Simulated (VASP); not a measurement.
Set up this calculation in VASP 6.6.1, as the native input.

| Quantity | Value |
| --- | --- |
| Task | single point |
| Functional | PBE |
| Potentials or basis | VASP PAW PBE potentials, release 64 (Si, W_sv) |
| Cutoff | 520 eV |
| k mesh | 11 × 11 × 14 |
| Occupations | fermi-dirac, width 0.05 eV |
| Spin | no spin polarisation |
| Dipole correction | no |
| Further INCAR settings | ALGO = Normal; EDIFF = 1e-06; NBANDS = 18; ISYM = 0 |

The structure of Si2W lies in POSCAR:

```
Si2W
1.0
   -1.5738800000      1.5738800000      3.9400000000
    1.5738800000     -1.5738800000      3.9400000000
    1.5738800000      1.5738800000     -3.9400000000
Si W
2 1
Direct
    0.3330000000      0.3330000000      0.0000000000
    0.6670000000      0.6670000000      0.0000000000
    0.0000000000      0.0000000000      0.0000000000
```

This cell differs from its parent crystal: equal xx and yy strain of -2 %.

One way to write it, as run:

INCAR

```
ALGO = Normal ; EDIFF = 1E-6
ENCUT = 520 ; GGA = PE
ISIF = 2 ; ISMEAR = -1
ISYM = 0 ; LASPH = T
LCHARG = T ; LELF = T
LREAL = F ; LVHAR = T
LWAVE = F ; NBANDS = 18
NELM = 100 ; PREC = Accurate
SIGMA = 0.05
```

KPOINTS

```
k-points
0
Gamma
  11 11 14
```

Potentials or basis: VASP PAW PBE potentials, release 64 (Si, W_sv).

Launch:

```sh
$ cat potpaw_PBE.64/Si/POTCAR potpaw_PBE.64/W_sv/POTCAR > POTCAR
$ mpirun -np 1 vasp_std > vasp.out
```

It gave:

```
Pressure               : 11.5 GPa
Largest force          : 0.102 eV/Å
Band gap on the k mesh : zero (bands 11 and 12 overlap by 1.45 eV)
```

Caveat: the cell differs from its parent crystal (equal xx and yy strain of -2 %); the cell stands under pressure; spin-orbit coupling is left out, which moves the levels of the heavy elements.

Wall time 7.9 min on 1 thread of AMD EPYC 9R45 96-Core Processor (Zen 5) (shared host), peak memory 0.62 GiB.
